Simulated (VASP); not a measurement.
# KZnF3 (Pm-3m) in VASP: further runs, part 2 of 3

VASP 6.6.1.

## (3) Relaxation of cell and atoms, PBE

This run uses another cell than the first one, of 13.29 Å³/atom, 1.003 times its volume.

The input, INCAR:

```
SYSTEM = KZnF3
  PREC = Accurate
  ENCUT = 600
  EDIFF = 1E-6
  ISMEAR = -1
  SIGMA = 0.02
  LREAL = .FALSE.
  LASPH = .TRUE.
  NELM = 80
  ALGO = Normal
  ISIF = 3
  LWAVE = .FALSE.
  LCHARG = .FALSE.
  GGA = PE
  IBRION = 2
  NSW = 80
  EDIFFG = -0.005
```

The input, KPOINTS:

```
Automatic mesh
0
G
  6 6 6
  0 0 0
```

The input, POSCAR:

```
KZnF3
1.0
    4.0500000000      0.0000000000      0.0000000000
    0.0000000000      4.0500000000      0.0000000000
    0.0000000000      0.0000000000      4.0500000000
K Zn F
1 1 3
Direct
    0.0000000000      0.0000000000      0.0000000000
    0.5000000000      0.5000000000      0.5000000000
    0.5000000000      0.5000000000      0.0000000000
    0.0000000000      0.5000000000      0.5000000000
    0.5000000000      0.0000000000      0.5000000000
```

Potentials or basis: VASP PAW PBE potentials, release 64 (K_sv, Zn, F).

Launch:

```bash
> cat potpaw_PBE.64/K_sv/POTCAR potpaw_PBE.64/Zn/POTCAR potpaw_PBE.64/F/POTCAR > POTCAR
> mpirun -np 1 vasp_std > vasp.out
```

OUTCAR:

```text
SYSTEM = KZnF3
   PREC = Accurate
   ENCUT = 600
   EDIFF = 1E-6
   ISMEAR = -1
   LREAL = .FALSE.
   LASPH = .TRUE.
   NELM = 80
   ISIF = 3
   GGA = PE
   IBRION = 2
   NSW = 80
   EDIFFG = -0.005

 ion  position               nearest neighbor table
   1  0.000  0.000  0.000-
   2  0.500  0.500  0.500-   3 2.02   4 2.02   5 2.02   3 2.02   5 2.02   4 2.02
   3  0.500  0.500  0.000-   2 2.02   2 2.02
   4  0.000  0.500  0.500-   2 2.02   2 2.02
   5  0.500  0.000  0.500-   2 2.02   2 2.02

  LATTYP: Found a simple cubic cell.
 ALAT       =     4.0500000000

  Lattice vectors:

 A1 = (   4.0500000000,   0.0000000000,   0.0000000000)
 A2 = (   0.0000000000,   4.0500000000,   0.0000000000)
 A3 = (   0.0000000000,   0.0000000000,   4.0500000000)

Analysis of symmetry for initial positions (statically):
=====================================================================
 Subroutine PRICEL returns:
 Original cell was already a primitive cell.

 Routine SETGRP: Setting up the symmetry group for a
 simple cubic supercell.

 Subroutine GETGRP returns: Found 48 space group operations
 (whereof 48 operations were pure point group operations)
 out of a pool of 48 trial point group operations.

The static configuration has the point symmetry O_h .

Analysis of symmetry for dynamics (positions and initial velocities):
=====================================================================
 Subroutine PRICEL returns:
 Original cell was already a primitive cell.

 Routine SETGRP: Setting up the symmetry group for a
 simple cubic supercell.

 Subroutine GETGRP returns: Found 48 space group operations
 (whereof 48 operations were pure point group operations)
 out of a pool of 48 trial point group operations.

The dynamic configuration has the point symmetry O_h .

 Subroutine INISYM returns: Found 48 space group operations
 (whereof 48 operations are pure point group operations),
 and found     1 'primitive' translations

----------------------------------------------------------------------------------------

                                     Primitive cell

  volume of cell :      66.4301

  direct lattice vectors                    reciprocal lattice vectors
     4.050000000  0.000000000  0.000000000     0.246913580  0.000000000  0.000000000
     0.000000000  4.050000000  0.000000000     0.000000000  0.246913580  0.000000000
     0.000000000  0.000000000  4.050000000     0.000000000  0.000000000  0.246913580

  length of vectors
     4.050000000  4.050000000  4.050000000     0.246913580  0.246913580  0.246913580

  position of ions in fractional coordinates (direct lattice)
     0.000000000  0.000000000  0.000000000
     0.500000000  0.500000000  0.500000000
     0.500000000  0.500000000  0.000000000
     0.000000000  0.500000000  0.500000000
     0.500000000  0.000000000  0.500000000

  ion indices of the primitive-cell ions
   primitive index   ion index
                 1           1
                 2           2
                 3           3
                 4           4
                 5           5

----------------------------------------------------------------------------------------

 KPOINTS: Automatic mesh

Automatic generation of k-mesh.
 Grid dimensions read from file:
 generate k-points for:    6    6    6

 Generating k-lattice:

  Cartesian coordinates                     Fractional coordinates (reciprocal lattice)
     0.041152263  0.000000000  0.000000000     0.166666667  0.000000000  0.000000000
     0.000000000  0.041152263  0.000000000     0.000000000  0.166666667  0.000000000
     0.000000000  0.000000000  0.041152263     0.000000000  0.000000000  0.166666667

  Length of vectors
     0.041152263  0.041152263  0.041152263

  Shift w.r.t. Gamma in fractional coordinates (k-lattice)
     0.000000000  0.000000000  0.000000000

 Subroutine IBZKPT returns following result:
 ===========================================

 Found     20 irreducible k-points:

 Following reciprocal coordinates:
            Coordinates               Weight
  0.000000  0.000000  0.000000      1.000000
  0.166667  0.000000  0.000000      6.000000
  0.333333  0.000000  0.000000      6.000000
  0.500000  0.000000  0.000000      3.000000
  0.166667  0.166667  0.000000     12.000000
  0.333333  0.166667  0.000000     24.000000
[... 12 lines left out ...]
  0.500000  0.500000  0.333333      6.000000
  0.500000  0.500000  0.500000      1.000000
   k-points           NKPTS =     20   k-points in BZ     NKDIM =     20   number of bands    NBANDS=     25
   number of dos      NEDOS =    301   number of ions     NIONS =      5
   total plane-waves  NPLWV =  32768
   dimension x,y,z NGX =    32 NGY =   32 NGZ =   32
   dimension x,y,z NGXF=    64 NGYF=   64 NGZF=   64
   ions per type =               1   1   3
   NGX,Y,Z   is equivalent  to a cutoff of  13.14, 13.14, 13.14 a.u.
   NGXF,Y,Z  is equivalent  to a cutoff of  26.27, 26.27, 26.27 a.u.
 SYSTEM =  KZnF3
   PREC   = accura    normal or accurate (medium, high low for compatibility)
   ISTART =      0    job   : 0-new  1-cont  2-samecut
   ICHARG =      2    charge: 1-file 2-atom 10-const
   ISPIN  =      1    spin polarized calculation?
   LNONCOLLINEAR =      F non collinear calculations
   LSORBIT =      F    spin-orbit coupling
   LASPH  =      T    aspherical Exc in radial PAW
   ENCUT  =  600.0 eV  44.10 Ry    6.64 a.u.   8.09  8.09  8.09*2*pi/ulx,y,z
   NELM   =     80;   NELMIN=  2; NELMDL= -5     # of ELM steps
   EDIFF  = 0.1E-05   stopping-criterion for ELM
   LREAL  =      F    real-space projection
   EDIFFG = -.5E-02   stopping-criterion for IOM
   NSW    =     80    number of steps for IOM
   IBRION =      2    ionic relax: 0-MD 1-quasi-New 2-CG
   NFREE  =      1    steps in history (QN), initial steepest desc. (CG)
   ISIF   =      3    stress and relaxation
   ISYM   =      2    0-nonsym 1-usesym 2-fastsym
   POTIM  = 0.5000    time-step for ionic-motion
   TEBEG  =    0.0;   TEEND  =   0.0 temperature during run
   PSTRESS=    0.0 pullay stress
   NELECT =      42.0000    total number of electrons
   NUPDOWN=      -1.0000    fix difference up-down
   EMIN   =  10.00;   EMAX   =-10.00  energy-range for DOS
   EFERMI =   0.00;   METHOD = LEGACY
   ISMEAR =    -1;   SIGMA  =   0.02  broadening in eV -4-tet -1-fermi 0-gaus
   EFERMI_NEDOS =   21; number of points for ismear=-14 and -15
   IALGO  =     38    algorithm
   IMIX   =      4    mixing-type and parameters
     AMIX     =   0.40;   BMIX     =  1.00
     AMIX_MAG =   1.60;   BMIX_MAG =  1.00
  volume/ion in A,a.u.               =      13.29        89.66
  Fermi-wavevector in a.u.,A,eV,Ry     =   1.405086  2.655228 26.861528  1.974267
  Thomas-Fermi vector in A             =   2.527583
   LORBIT       =      0    0 simple, 1 ext, 2 COOP (PROOUT), +10 PAW based schemes
   GGA     = PE    functional components
   LHFCALC =     F    Hartree Fock is set to
   AEXX    =    0.0000 exact exchange contribution
   IVDW    =     0    specifies the selected vdW correction
   LEPSILON=     F    determine dielectric tensor
   LRPA    =     F    only Hartree local field effects (RPA)
 conjugate gradient relaxation of ions
 non-spin polarized calculation
  energy-cutoff  :      600.00
  volume of cell :       66.43
 maximum number of plane-waves:      2272
   NGX = 17   NGY = 17   NGZ = 17

--------------------------------------- Ionic step        1  -------------------------------------------

 number of electron      42.0000058 magnetization

 Free energy of the ion-electron system (eV)
  ---------------------------------------------------
  ext. energy  EPLUGINS =         0.00000000
  ---------------------------------------------------
  free energy    TOTEN  =       -20.27117499 eV

  energy without entropy =      -20.27117499  energy(sigma->0) =      -20.27117499

------------------------ aborting loop because EDIFF is reached ----------------------------------------

  FORCE on cell =-STRESS in cart. coord.  units (eV):
  Direction    XX          YY          ZZ          XY          YZ          ZX
  --------------------------------------------------------------------------------------
  -------------------------------------------------------------------------------------
  Total        1.9522676      1.9522676      1.9522676      0.0000000     -0.0000000      0.0000000
  in kB       47.0852470     47.0852470     47.0852470      0.0000000     -0.0000000      0.0000000
  external PRESSURE =      47.0852470 kB  Pullay stress =       0.0000000 kB
[... 63 lines left out ...]
  energy  without entropy=      -20.3289362597  energy(sigma->0) =      -20.32893626

--------------------------------------- Ionic step        3  -------------------------------------------

 number of electron      41.9999987 magnetization

 Free energy of the ion-electron system (eV)
  ---------------------------------------------------
  ext. energy  EPLUGINS =         0.00000000
  ---------------------------------------------------
  free energy    TOTEN  =       -20.32916187 eV

  energy without entropy =      -20.32916187  energy(sigma->0) =      -20.32916187

 E-fermi :  -0.8786     XC(G=0):  -9.5740

 val. band max:       -1.3517640881   @ k =   0.5000   0.5000   0.5000
 cond. band min:       2.2925018367   @ k =   0.0000   0.0000   0.0000
 fundamental gap:      3.6442659248
 Fermi energy:        -0.8786237621

 k-point     1 :       0.0000    0.0000    0.0000
  band No.  band energies     occupation
      1     -28.2530      2.00000
      2     -22.4780      2.00000
      3     -21.9291      2.00000
      4     -21.9291      2.00000
      5     -11.7313      2.00000
      6     -11.7313      2.00000
[... 581 lines left out ...]
  FREE ENERGIE OF THE ION-ELECTRON SYSTEM (eV)
  ---------------------------------------------------
  free  energy   TOTEN  =       -20.3291618718 eV

  energy  without entropy=      -20.3291618718  energy(sigma->0) =      -20.32916187

 reached required accuracy - stopping structural energy minimisation
```

Run time: 73 s. Hardware: 1 thread of Intel Xeon 6975P-C, shared host; peak memory 0.21 GiB.

Results:

* Free energy: -20.3292 eV
* Relaxed volume: 14.10 Å³/atom
* Relaxed cell: a = 4.131 Å, b = 4.131 Å, c = 4.131 Å, α = 90.00°, β = 90.00°, γ = 90.00°
* Space group after relaxing (to 0.05 Å): Pm-3m (No. 221)
* Energy gained by relaxing: 11.6 meV/atom
* Ionic steps: 3
* Pressure after relaxing: 0.0 GPa
* Band gap on the k mesh: 3.64 eV, indirect (least direct gap 5.17 eV)

Step by step:
```
step  energy change (eV)  largest force (eV/Å)  pressure (GPa)  volume (Å³)
   1              0.0000                0.0000            4.71        66.43
   2             -0.0578                0.0000            0.27        70.26
   3             -0.0580                0.0000            0.00        70.52
```

Final structure:
```yaml
crystal:
  lattice:
    - [4.13146, 0.00000, 0.00000]
    - [0.00000, 4.13146, 0.00000]
    - [0.00000, 0.00000, 4.13146]
  atoms:
    - { symbol: K, position: [0.00000, 0.00000, 0.00000] }
    - { symbol: Zn, position: [0.50000, 0.50000, 0.50000] }
    - { symbol: F, position: [0.50000, 0.50000, 0.00000] }
    - { symbol: F, position: [0.00000, 0.50000, 0.50000] }
    - { symbol: F, position: [0.50000, 0.00000, 0.50000] }
```

Levels at points of the mesh, in eV from the valence-band top:
```tsv
k point	band 17	band 18	band 19	band 20	band 21	band 22	band 23	band 24	band 25
(0.00, 0.00, 0.00)	-1.69	-1.69	-1.52	-1.52	-1.52	3.64	8.94	8.94	9.26
(0.50, 0.00, 0.00)	-1.66	-1.66	-1.55	-1.45	-1.45	6.27	8.25	9.82	11.11
(0.50, 0.50, 0.00)	-1.88	-1.54	-1.54	-1.18	0.00	7.77	9.96	9.96	10.15
(0.50, 0.50, 0.50)	-1.17	-1.17	-1.17	0.00	0.00	8.50	8.50	8.50	9.75
```

## (4) Relaxation of cell and atoms, PBEsol

This run uses another cell than the first one, of 14.06 Å³/atom, 1.062 times its volume.

The input, INCAR:

```
SYSTEM = KZnF3
ALGO = Normal ; EDIFF = 1E-7
EDIFFG = -0.005 ; ENCUT = 600
GGA = PS ; IBRION = 2
ISIF = 3 ; ISMEAR = -1
LASPH = .TRUE. ; LCHARG = .FALSE.
LREAL = .FALSE. ; LWAVE = .FALSE.
NELM = 100 ; NSW = 80
PREC = Accurate ; SIGMA = 0.02
```

The input, KPOINTS:

```
k-points
0
G
  6 6 6
  0 0 0
```

POSCAR, as its differences from that of step 3:

```diff
@@ -2,5 +2,5 @@
 1.0
-    4.0500000000      0.0000000000      0.0000000000
-    0.0000000000      4.0500000000      0.0000000000
-    0.0000000000      0.0000000000      4.0500000000
+    4.1275598744      0.0000000000      0.0000000000
+    0.0000000000      4.1275598744      0.0000000000
+    0.0000000000      0.0000000000      4.1275598744
 K Zn F
```

Launch:

```bash
> cat potpaw_PBE.64/K_sv/POTCAR potpaw_PBE.64/Zn/POTCAR potpaw_PBE.64/F/POTCAR > POTCAR
> mpirun -np 1 vasp_std > vasp.out
```

Wall time 1.7 min (1 thread of Intel Xeon 6975P-C, shared host); peak memory 0.24 GiB.

Results (log left out):

```yaml
Free_energy: -21.3561 eV
Relaxed_volume: 13.35 Å³/atom
Relaxed_cell: a = 4.057 Å, b = 4.057 Å, c = 4.057 Å, α = 90.00°, β = 90.00°, γ = 90.00°
Space_group_after_relaxing_to_0.05_Å: Pm-3m (No. 221)
Energy_gained_by_relaxing: 8.7 meV/atom
Ionic_steps: 3
Pressure_after_relaxing: 0.0 GPa
Band_gap_on_the_k_mesh: 3.63 eV, indirect (least direct gap 5.46 eV)
```

The path:
| step | energy change (eV) | largest force (eV/Å) | pressure (GPa) | volume (Å³) |
| --- | --- | --- | --- | --- |
| 1 | 0.0000 | 0.0000 | -3.64 | 70.32 |
| 2 | -0.0429 | 0.0000 | -0.44 | 67.12 |
| 3 | -0.0435 | 0.0000 | -0.03 | 66.77 |

Final structure:
```cif
data_structure
_symmetry_space_group_name_H-M 'P 1'
_symmetry_Int_Tables_number 1
_cell_length_a 4.0568
_cell_length_b 4.0568
_cell_length_c 4.0568
_cell_angle_alpha 90.000
_cell_angle_beta 90.000
_cell_angle_gamma 90.000
_cell_volume 66.77
loop_
_atom_site_label
_atom_site_type_symbol
_atom_site_fract_x
_atom_site_fract_y
_atom_site_fract_z
_atom_site_occupancy
K1 K 0.00000 0.00000 0.00000 1
Zn1 Zn 0.50000 0.50000 0.50000 1
F1 F 0.50000 0.50000 0.00000 1
F2 F 0.00000 0.50000 0.50000 1
F3 F 0.50000 0.00000 0.50000 1
```

Levels at points of the mesh, in eV from the valence-band top:
```
           k point  band 17  band 18  band 19  band 20  band 21  band 22  band 23  band 24  band 25
(0.00, 0.00, 0.00)    -2.04    -2.04    -1.83    -1.83    -1.83     3.63     8.61     8.61     9.23
(0.50, 0.00, 0.00)    -2.00    -2.00    -1.68    -1.68    -1.60     6.42     8.15     9.58    11.01
(0.50, 0.50, 0.00)    -2.05    -1.77    -1.77    -1.48     0.00     7.91     9.96     9.96    10.03
(0.50, 0.50, 0.50)    -1.46    -1.46    -1.46     0.00     0.00     8.29     8.29     8.29    10.08
```

Caveat: the PAW data sets were made with another functional, which shifts forces and pressure a little. A k mesh can miss the band edges.

(Part 2 of 3 ends here.)
